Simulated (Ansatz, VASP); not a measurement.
## Two plane-wave programs on Si2W

File INCAR:

```
SYSTEM = Si2W
  PREC = Accurate
  ENCUT = 520
  EDIFF = 1E-6
  ISMEAR = -1
  SIGMA = 0.08
  LREAL = .FALSE.
  LASPH = .TRUE.
  NELM = 100
  ALGO = Normal
  ISIF = 2
  LWAVE = .FALSE.
  LCHARG = .FALSE.
  GGA = CA
  NBANDS = 18
```

File KPOINTS:

```
Automatic mesh
0
G
  14 14 14
  0 0 0
```

Contents of POSCAR:

```
Si2W
1.0
   -1.4133052739      1.4133052739      3.5525372885
    1.4133052739     -1.4133052739      3.5525372885
    1.4133052739      1.4133052739     -3.5525372885
W Si
1 2
Direct
    0.0000000000      0.0000000000      0.0000000000
    0.3302802986      0.3302802986      0.0000000000
   -0.3302802986     -0.3302802986      0.0000000000
```

Input for Ansatz:

```yaml
crystal:
  lattice:
    - [-1.4133052739, 1.4133052739, 3.5525372885]
    - [1.4133052739, -1.4133052739, 3.5525372885]
    - [1.4133052739, 1.4133052739, -3.5525372885]
  atoms:
    - { symbol: W, position: [0.0, 0.0, 0.0] }
    - { symbol: Si, position: [0.3302802986, 0.3302802986, 0.0] }
    - { symbol: Si, position: [-0.3302802986, -0.3302802986, 0.0] }
kpoints:
  mp_grid: { grid: [14, 14, 14] }
scf:
  occupations: { method: fermi_dirac, width: 0.08 }
hamiltonian:
  xc: lda
  pseudopotentials: { kind: paw }
output:
  forces: true
  stress: true
  eigenvalues: true
  populations: true
```

Change from the starting cell: volume scaled by 0.72, PAW files.

Alike in both runs: task single point; functional LDA; k mesh 14 × 14 × 14; occupations fermi-dirac, width 0.08 eV; no spin polarisation.

|  | VASP | Ansatz |
| --- | --- | --- |
| version | VASP 6.6.1 | Ansatz 0.2.0 |
| potentials or method | VASP PAW LDA potentials, release 64 (W_sv, Si) | PAW with Ansatz's default frozen-core files, scalar-relativistic |
| plane-wave cutoff (eV) | 520 | 420 |
| valence electrons in the cell | 22 | 22 |

```csv
,VASP,Ansatz,Ansatz less VASP
pressure (GPa),159.1,156.2,-2.86
"traceless stress, the component that is largest in VASP (GPa)",0.11,0.02,-0.088
rms of the force components (eV/Å),0.018,0.000,-0.0173
```

LDA's correlation is that of Perdew and Zunger in VASP and of Perdew and Wang (1992) in Ansatz. Atom by atom the forces differ by 0.018 eV/Å (rms over components). Both programs put the cell under a high pressure, so it lies far from rest at this level.

Spin-orbit coupling is off throughout. Noted on VASP's run: the cell as given lies far from equilibrium.
